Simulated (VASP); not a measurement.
Here is a VASP 6.6.1 calculation.

The input INCAR:

```
ALGO = Normal ; EDIFF = 1E-7
ENCUT = 520 ; GGA = PE
ISIF = 2 ; ISMEAR = 0
LASPH = True ; LCHARG = False
LREAL = False ; LWAVE = False
NBANDS = 28 ; NELM = 80
PREC = Accurate ; SIGMA = 0.05
```

File KPOINTS:

```
k-points
0
Gamma
  8 8 6
```

POSCAR

```
BaTiO3
1.0
    3.8657930515      0.0000000000      0.0000000000
    0.0000000000      3.8657930515      0.0000000000
    0.0000000000      0.0000000000      4.0757530286
Ba Ti O
1 1 3
Direct
    0.0000000000      0.0000000000      0.9863187693
    0.5000000000      0.5000000000      0.4690806688
    0.5000000000      0.5000000000      0.0378497747
    0.5000000000      0.0000000000      0.5173753936
    0.0000000000      0.5000000000      0.5173753936
```

Potentials or basis: VASP PAW PBE potentials, release 64 (Ba_sv, Ti_sv, O).

Command:

```sh
$ cat potpaw_PBE.64/Ba_sv/POTCAR potpaw_PBE.64/Ti_sv/POTCAR potpaw_PBE.64/O/POTCAR > POTCAR
$ mpirun -np 1 vasp_std > vasp.out
```

(1) Predict the band gap on the k mesh.

(2) What does it give for the largest force?

(3) Predict the pressure.

## Answers

(1) 1.98 eV (least direct gap 2.53 eV).

(2) 1.417 eV/Å.

(3) 19.6 GPa.

Caveat: the cell differs from its parent crystal (strain -0.030 along x and y, -0.030 along z); the cell stands under pressure; spin-orbit coupling is left out, which moves the levels of the heavy elements; forces of over 1 eV/Å act on the atoms, so gaps and moduli don't describe the material at rest.
